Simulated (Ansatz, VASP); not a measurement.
## One calculation of Al, two programs

Contents of INCAR:

```
SYSTEM = Al
PREC = Accurate
ENCUT = 520
EDIFF = 1E-6
ISMEAR = 0
SIGMA = 0.15
LREAL = .False.
LASPH = .True.
NELM = 100
ALGO = Fast
ISIF = 2
LWAVE = .False.
LCHARG = .False.
GGA = PS
IVDW = 12
NBANDS = 8
```

The input KPOINTS:

```
Automatic mesh
0
Gamma
  26 26 26
  0 0 0
```

File POSCAR:

```
Al
1.0
    0.0297191642      1.9812776140      1.9812776140
    1.9812776140      0.0297191642      1.9812776140
    2.0109967782      2.0109967782      0.0000000000
Al
1
Direct
    0.0000000000      0.0000000000      0.0000000000
```

Input for Ansatz:

```yaml
crystal:
  lattice:
    - [0.0297191642, 1.981277614, 1.981277614]
    - [1.981277614, 0.0297191642, 1.981277614]
    - [2.0109967782, 2.0109967782, 0.0]
  atoms:
    - { symbol: Al, position: [0.0, 0.0, 0.0] }
basis:
  ecutwfc: 420
kpoints:
  mp_grid: { grid: [26, 26, 26] }
hamiltonian:
  xc: pbesol
  dispersion: d3bj
scf:
  occupations: { method: gaussian, width: 0.15 }
output:
  forces: true
  stress: true
  eigenvalues: true
```

Change from the starting cell: strain +0.0300 x Voigt [0, 0, 0, 0, 0, 1], atoms carried along.

Alike in both runs: task single point; functional PBEsol; dispersion D3(BJ); k mesh 26 × 26 × 26; occupations gaussian, width 0.15 eV; no spin polarisation.

|  | VASP | Ansatz |
| --- | --- | --- |
| version | VASP 6.6.1 | Ansatz 0.2.0 |
| potentials or method | VASP PAW PBE potentials, release 64 (Al), cutoff 520 eV | scalar-relativistic, plane waves, PAW |
| valence electrons in the cell | 3 | 3 |

VASP gave:

| Quantity | Value |
| --- | --- |
| gap on the k mesh at the Fermi level (eV) | none |
| pressure (GPa) | 0.2 |
| traceless stress, the component that is largest in VASP (GPa) | -1.54 |

Task: What did Ansatz give for the same quantities?

Result: gap on the k mesh at the Fermi level (eV): none; pressure (GPa): 0.1; traceless stress, the component that is largest in VASP (GPa): -1.53.

VASP's potentials were made for PBE, not for PBEsol. A gap of «none» marks a metal or a gap that the smearing closes.
